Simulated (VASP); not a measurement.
# Ti2Al6H in VASP: single point with PBE+D3(BJ)

Aim: the single point of Ti2Al6H with PBE+D3(BJ).

Everything below comes from runs of VASP 6.6.1. Logs are shortened: lines on timing, memory, paths and dates and some standing lists are left out, and cuts for length are marked.

### 1 The cell of the first run

The cell holds a slab with vacuum, 9 atoms: a = 5.024 Å, b = 5.024 Å, c = 21.219 Å, α = 90.00°, β = 90.00°, γ = 64.55°.

### 2 Single point, PBE+D3(BJ)

File INCAR:

```
  PREC = Accurate
  ENCUT = 520
  EDIFF = 1E-7
  ISMEAR = 0
  SIGMA = 0.1
  LREAL = F
  LASPH = T
  NELM = 80
  ALGO = Normal
  ISIF = 2
  LWAVE = F
  LCHARG = T
  LDIPOL = T
  IDIPOL = 3
  DIPOL = 0.5 0.5 0.312
  GGA = PE
  IVDW = 12
  LELF = T
  LVHAR = T
  LVACPOTAV = T
  NBANDS = 32
```

File KPOINTS:

```
Automatic mesh
0
Gamma
  6 6 1
```

File POSCAR:

```
Ti2Al6H
1.0
    5.0241861190      0.0000000000      0.0000000000
    2.1588814530      4.5367033218      0.0000000000
    0.0000000000      0.0000000000     21.2187109014
Al Ti H
6 2 1
Direct
    0.5000000000      0.0000000000      0.1885128658
    0.0000000000      0.5000000000      0.1885128658
    0.0000000000      0.0000000000      0.2517328341
    0.0000000000      0.5000000000      0.3193548961
    0.5000000000      0.0000000000      0.3193548961
    0.5000000000      0.5000000000      0.3826203646
    0.5000000000      0.5000000000      0.2517328341
    0.0000000000      0.0000000000      0.3797002555
    0.6666666667      1.0000000000      0.5287178356
```

Potentials or basis: VASP PAW PBE potentials, release 64 (Al, Ti_sv, H).

On the command line:

```console
$ cat potpaw_PBE.64/Al/POTCAR potpaw_PBE.64/Ti_sv/POTCAR potpaw_PBE.64/H/POTCAR > POTCAR
$ mpirun -np 1 vasp_std > vasp.out
```

OUTCAR:

```text
PREC = Accurate
   ENCUT = 520
   EDIFF = 1E-7
   ISMEAR = 0
   LREAL = F
   LASPH = T
   NELM = 80
   ISIF = 2
   GGA = PE
   IVDW = 12
 IVDW          = 12

 ion  position               nearest neighbor table
   1  0.500  0.000  0.189-   2 2.68   2 2.68   5 2.78   7 2.85   7 2.85   3 2.85   3 2.85
   2  0.000  0.500  0.189-   1 2.68   1 2.68   4 2.78   3 2.85   3 2.85   7 2.85   7 2.85
   3  0.000  0.000  0.252-   7 2.68   7 2.68   8 2.72   2 2.85   2 2.85   1 2.85   1 2.85   4 2.89
                             4 2.89   5 2.89   5 2.89
   4  0.000  0.500  0.319-   5 2.68   5 2.68   2 2.78   8 2.82   8 2.82   6 2.85   6 2.85   3 2.89
                             3 2.89   7 2.89   7 2.89
   5  0.500  0.000  0.319-   4 2.68   4 2.68   1 2.78   8 2.82   8 2.82   6 2.85   6 2.85   7 2.89
                             7 2.89   3 2.89   3 2.89
   6  0.500  0.500  0.383-   8 2.68   8 2.68   7 2.78   5 2.85   5 2.85   4 2.85   4 2.85
   7  0.500  0.500  0.252-   3 2.68   3 2.68   6 2.78   1 2.85   1 2.85   2 2.85   2 2.85   5 2.89
                             5 2.89   4 2.89   4 2.89
   8  0.000  0.000  0.380-   6 2.68   6 2.68   3 2.72   4 2.82   4 2.82   5 2.82   5 2.82
   9  0.667  0.000  0.529-

  LATTYP: Found a base centered orthorhombic cell.
 ALAT       =     5.3657849248
 B/A-ratio  =     1.5833231892
 C/A-ratio  =     3.9544467769

  Lattice vectors:

 A1 = (  -2.1588814530,  -4.5367033218,   0.0000000000)
 A2 = (   5.0241861190,   0.0000000000,   0.0000000000)
 A3 = (   0.0000000000,   0.0000000000,  21.2187109014)

Analysis of symmetry for initial positions (statically):
=====================================================================
 Subroutine PRICEL returns:
 Original cell was already a primitive cell.

 Routine SETGRP: Setting up the symmetry group for a
 base centered orthorhombic supercell.

 Subroutine GETGRP returns: Found  1 space group operations
 (whereof  1 operations were pure point group operations)
 out of a pool of  8 trial point group operations.

The static configuration has the point symmetry C_1 .

Analysis of symmetry for dynamics (positions and initial velocities):
=====================================================================
 Subroutine PRICEL returns:
 Original cell was already a primitive cell.

 Routine SETGRP: Setting up the symmetry group for a
 base centered orthorhombic supercell.

 Subroutine GETGRP returns: Found  1 space group operations
 (whereof  1 operations were pure point group operations)
 out of a pool of  8 trial point group operations.

The dynamic configuration has the point symmetry C_1 .

 Subroutine INISYM returns: Found  1 space group operations
 (whereof  1 operations are pure point group operations),
 and found     1 'primitive' translations

----------------------------------------------------------------------------------------

                                     Primitive cell

  volume of cell :     483.6432

  direct lattice vectors                    reciprocal lattice vectors
     5.024186119  0.000000000  0.000000000     0.199037212 -0.094715858  0.000000000
     2.158881453  4.536703322  0.000000000     0.000000000  0.220424376  0.000000000
     0.000000000  0.000000000 21.218710901     0.000000000  0.000000000  0.047128216

  length of vectors
     5.024186119  5.024186119 21.218710901     0.220424376  0.220424376  0.047128216

  position of ions in fractional coordinates (direct lattice)
     0.500000000  0.000000000  0.188512866
     1.000000000  0.500000000  0.188512866
     0.000000000  0.000000000  0.251732834
     1.000000000  0.500000000  0.319354896
     0.500000000  0.000000000  0.319354896
     0.500000000  0.500000000  0.382620365
     0.500000000  0.500000000  0.251732834
     0.000000000  0.000000000  0.379700255
     0.666666667  0.000000000  0.528717836

  ion indices of the primitive-cell ions
   primitive index   ion index
                 1           1
                 2           2
                 3           3
                 4           4
                 5           5
                 6           6
                 7           7
                 8           8
                 9           9

----------------------------------------------------------------------------------------

 KPOINTS: Automatic mesh

Automatic generation of k-mesh.
 Grid dimensions read from file:
 generate k-points for:    6    6    1

 Generating k-lattice:

  Cartesian coordinates                     Fractional coordinates (reciprocal lattice)
     0.033172869 -0.015785976  0.000000000     0.166666667 -0.000000000  0.000000000
     0.000000000  0.036737396  0.000000000     0.000000000  0.166666667  0.000000000
     0.000000000  0.000000000  0.047128216     0.000000000  0.000000000  1.000000000

  Length of vectors
     0.036737396  0.036737396  0.047128216

  Shift w.r.t. Gamma in fractional coordinates (k-lattice)
     0.000000000  0.000000000  0.000000000

 Subroutine IBZKPT returns following result:
 ===========================================

 Found     20 irreducible k-points:

 Following reciprocal coordinates:
            Coordinates               Weight
  0.000000  0.000000  0.000000      1.000000
  0.166667  0.000000  0.000000      2.000000
  0.000000 -0.166667  0.000000      2.000000
  0.333333  0.000000  0.000000      2.000000
  0.000000 -0.333333  0.000000      2.000000
  0.500000  0.000000  0.000000      1.000000
[... 12 lines left out ...]
 -0.333333  0.333333  0.000000      2.000000
  0.500000  0.500000  0.000000      1.000000
   k-points           NKPTS =     20   k-points in BZ     NKDIM =     20   number of bands    NBANDS=     32
   number of dos      NEDOS =    301   number of ions     NIONS =      9
   total plane-waves  NPLWV = 256000
   dimension x,y,z NGX =    40 NGY =   40 NGZ =  160
   dimension x,y,z NGXF=    80 NGYF=   80 NGZF=  320
   ions per type =               6   2   1
   NGX,Y,Z   is equivalent  to a cutoff of  13.24, 13.24, 12.54 a.u.
   NGXF,Y,Z  is equivalent  to a cutoff of  26.47, 26.47, 25.07 a.u.
 SYSTEM =  unknown system
   PREC   = accura    normal or accurate (medium, high low for compatibility)
   ISTART =      0    job   : 0-new  1-cont  2-samecut
   ICHARG =      2    charge: 1-file 2-atom 10-const
   ISPIN  =      1    spin polarized calculation?
   LNONCOLLINEAR =      F non collinear calculations
   LSORBIT =      F    spin-orbit coupling
   LASPH  =      T    aspherical Exc in radial PAW
   ENCUT  =  520.0 eV  38.22 Ry    6.18 a.u.   9.34  9.34 39.45*2*pi/ulx,y,z
   NELM   =     80;   NELMIN=  2; NELMDL= -5     # of ELM steps
   EDIFF  = 0.1E-06   stopping-criterion for ELM
   LREAL  =      F    real-space projection
   EDIFFG = 0.1E-05   stopping-criterion for IOM
   NSW    =      0    number of steps for IOM
   IBRION =     -1    ionic relax: 0-MD 1-quasi-New 2-CG
   NFREE  =      0    steps in history (QN), initial steepest desc. (CG)
   ISIF   =      2    stress and relaxation
   ISYM   =      2    0-nonsym 1-usesym 2-fastsym
   POTIM  = 0.5000    time-step for ionic-motion
   TEBEG  =    0.0;   TEEND  =   0.0 temperature during run
   PSTRESS=    0.0 pullay stress
   NELECT =      43.0000    total number of electrons
   NUPDOWN=      -1.0000    fix difference up-down
   EMIN   =  10.00;   EMAX   =-10.00  energy-range for DOS
   EFERMI =   0.00;   METHOD = LEGACY
   ISMEAR =     0;   SIGMA  =   0.10  broadening in eV -4-tet -1-fermi 0-gaus
   EFERMI_NEDOS =   21; number of points for ismear=-14 and -15
   IALGO  =     38    algorithm
   IMIX   =      4    mixing-type and parameters
     AMIX     =   0.40;   BMIX     =  1.00
     AMIX_MAG =   1.60;   BMIX_MAG =  1.00
  volume/ion in A,a.u.               =      53.74       362.64
  Fermi-wavevector in a.u.,A,eV,Ry     =   0.730672  1.380770  7.263905  0.533882
  Thomas-Fermi vector in A             =   1.822700
   LORBIT       =      0    0 simple, 1 ext, 2 COOP (PROOUT), +10 PAW based schemes
   GGA     = PE    functional components
   LHFCALC =     F    Hartree Fock is set to
   AEXX    =    0.0000 exact exchange contribution
   IVDW    =    12    specifies the selected vdW correction
   LEPSILON=     F    determine dielectric tensor
   LRPA    =     F    only Hartree local field effects (RPA)
 non-spin polarized calculation
 Gauss-broadening in eV      SIGMA  =   0.10
  energy-cutoff  :      520.00
  volume of cell :      483.64
 maximum number of plane-waves:     13072
 NGX is ok and might be reduce to    40
   NGX = 19   NGY = 19   NGZ = 79

 dipolmoment           0.000000      0.000000     -0.140024 electrons x Angstroem

 number of electron      43.0000009 magnetization

 dipolmoment           0.000000      0.000000      0.271152 electrons x Angstroem

 Free energy of the ion-electron system (eV)
  ---------------------------------------------------
  ext. energy  EPLUGINS =         0.00000000
  ---------------------------------------------------
  free energy    TOTEN  =       -36.93321702 eV

  energy without entropy =      -36.89699085  energy(sigma->0) =      -36.91510393

 E-fermi :  -1.5281     XC(G=0):  -4.0840

 val. band max:       -1.5297796185   @ k =   0.3333   0.0000   0.0000
 cond. band min:      -1.5158935093   @ k =   0.1667   0.1667   0.0000
 fundamental gap:      0.0138861093
 Fermi energy:        -1.5281429496

 k-point     1 :       0.0000    0.0000    0.0000
  band No.  band energies     occupation
      1     -58.5059      2.00000
      2     -58.1253      2.00000
      3     -34.9064      2.00000
      4     -34.7930      2.00000
      5     -34.6442      2.00000
      6     -34.5250      2.00000
[... 24 lines left out ...]
     31       1.0596      0.00000
     32       1.3142      0.00000
[... 634 lines left out ...]
      2     -58.1252      2.00000
      3     -34.9063      2.00000
      4     -34.7940      2.00000
      5     -34.6446      2.00000
      6     -34.5247      2.00000
[... 24 lines left out ...]
     31       1.7403      0.00000
     32       1.8342      0.00000

------------------------ aborting loop because EDIFF is reached ----------------------------------------

 Edisp (eV)   -2.02168

 E8    (eV) :    -0.9630

  FORCE on cell =-STRESS in cart. coord.  units (eV):
  Direction    XX          YY          ZZ          XY          YZ          ZX
  --------------------------------------------------------------------------------------
  -------------------------------------------------------------------------------------
  Total      -4.97264    -2.95673    -3.70387    -1.86501     0.23924     0.37407
  in kB     -16.47299    -9.79482   -12.26989    -6.17825     0.79255     1.23919
  external pressure =      -12.85 kB  Pullay stress =        0.00 kB

 VOLUME and BASIS-vectors are now :
 -----------------------------------------------------------------------------
  energy-cutoff  :      520.00
  volume of cell :      483.64
      direct lattice vectors                 reciprocal lattice vectors
     5.024186119  0.000000000  0.000000000     0.199037212 -0.094715858  0.000000000
     2.158881453  4.536703322  0.000000000     0.000000000  0.220424376  0.000000000
     0.000000000  0.000000000 21.218710901     0.000000000  0.000000000  0.047128216

 POSITION                                       TOTAL-FORCE (eV/Angst)
 -----------------------------------------------------------------------------------
      2.51209      0.00000      4.00000        -0.001549      0.023711      0.496583
      1.07944      2.26835      4.00000         0.016850     -0.003983      0.510053
      0.00000      0.00000      5.34145         0.011483     -0.002721     -0.571552
      1.07944      2.26835      6.77630        -0.006218     -0.000164      0.026372
      2.51209      0.00000      6.77630         0.014953      0.010192     -0.087854
      3.59153      2.26835      8.11871         0.006379     -0.078125      0.208423
      3.59153      2.26835      5.34145         0.004350     -0.022256     -0.503939
      0.00000      0.00000      8.05675        -0.201201     -0.011808      0.745684
      3.34946      0.00000     11.21871         0.154952      0.085154     -0.823770
 -----------------------------------------------------------------------------------
    total drift:                               -0.000061     -0.000015     -0.000140

  FREE ENERGIE OF THE ION-ELECTRON SYSTEM (eV)
  ---------------------------------------------------
  free  energy   TOTEN  =       -38.9548989134 eV

  energy  without entropy=      -38.9186727434  energy(sigma->0) =      -38.93678583

 vacuum level on the upper side and lower side of the slab         4.816         2.664
```

Wall time 9.2 min (1 thread of Intel Xeon 6975P-C (Granite Rapids), shared host); peak memory 0.69 GiB.

What came out:

| Item | Value |
| --- | --- |
| Free energy | -38.9549 eV |
| Largest force | 0.843 eV/Å |
| Band gap on the k mesh | zero (an odd number of electrons rules out a gap without spin polarisation) |
| Dispersion energy per atom | -0.225 eV |

Forces on the atoms (eV/Å):
```
Al  -0.002  0.024  0.497
Al   0.017 -0.004  0.510
Al   0.011 -0.003 -0.572
Al  -0.006  0.000  0.026
Al   0.015  0.010 -0.088
Al   0.006 -0.078  0.208
Ti   0.004 -0.022 -0.504
Ti  -0.201 -0.012  0.746
H    0.155  0.085 -0.824
```

Levels at points of the mesh, in eV from the Fermi level:
| k point | band 17 | band 18 | band 19 | band 20 | band 21 | band 22 | band 23 | band 24 | band 25 | band 26 |
| --- | --- | --- | --- | --- | --- | --- | --- | --- | --- | --- |
| (0.00, 0.00, 0.00) | -1.14 | -1.09 | -1.05 | -0.95 | -0.44 | -0.21 | -0.16 | 0.59 | 0.89 | 1.62 |
| (0.50, 0.00, 0.00) | -1.46 | -0.65 | -0.63 | -0.25 | -0.10 | 0.10 | 0.28 | 0.79 | 0.98 | 1.21 |
| (0.00, 0.50, 0.00) | -1.47 | -0.64 | -0.51 | -0.28 | -0.12 | -0.07 | 0.29 | 0.79 | 0.97 | 1.20 |
| (0.50, 0.50, 0.00) | -1.82 | -0.78 | -0.36 | -0.22 | 0.20 | 0.32 | 0.52 | 0.57 | 0.66 | 0.80 |
